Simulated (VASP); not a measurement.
A run of VASP 6.6.1:

INCAR

```
ALGO = Fast ; EDIFF = 1E-6
ENCUT = 520 ; GGA = PE
ISIF = 2 ; ISMEAR = 0
LASPH = True ; LCHARG = True
LELF = True ; LREAL = False
LVHAR = True ; LWAVE = False
NBANDS = 18 ; NELM = 60
PREC = Accurate ; SIGMA = 0.15
```

The input KPOINTS:

```
k-points
0
Gamma
  18 18 10
```

POSCAR

```
Sc
1.0
    3.3087978973      0.0000000000      0.0000000000
   -1.6543989486      2.8655030350      0.0000000000
    0.0000000000      0.0000000000      5.2680000000
Sc
2
Direct
    0.3333333333      0.6666666667      0.2500000000
    0.6666666667      0.3333333333      0.7500000000
```

Potentials or basis: VASP PAW PBE potentials, release 64 (Sc_sv).

Run with:

```sh
$ cat potpaw_PBE.64/Sc_sv/POTCAR > POTCAR
$ mpirun -np 1 vasp_std > vasp.out
```

Hardware: 1 thread of Intel(R) Xeon(R) Platinum 8259CL CPU @ 2.50GHz (Skylake/Cascade Lake) (shared host).

Q: How long does it take, and how much memory?

A: Wall time 5.2 min on 1 thread of Intel(R) Xeon(R) Platinum 8259CL CPU @ 2.50GHz (Skylake/Cascade Lake), with other jobs on the host, peak memory 0.29 GiB. Counts: scf iterations 16, k points 222.
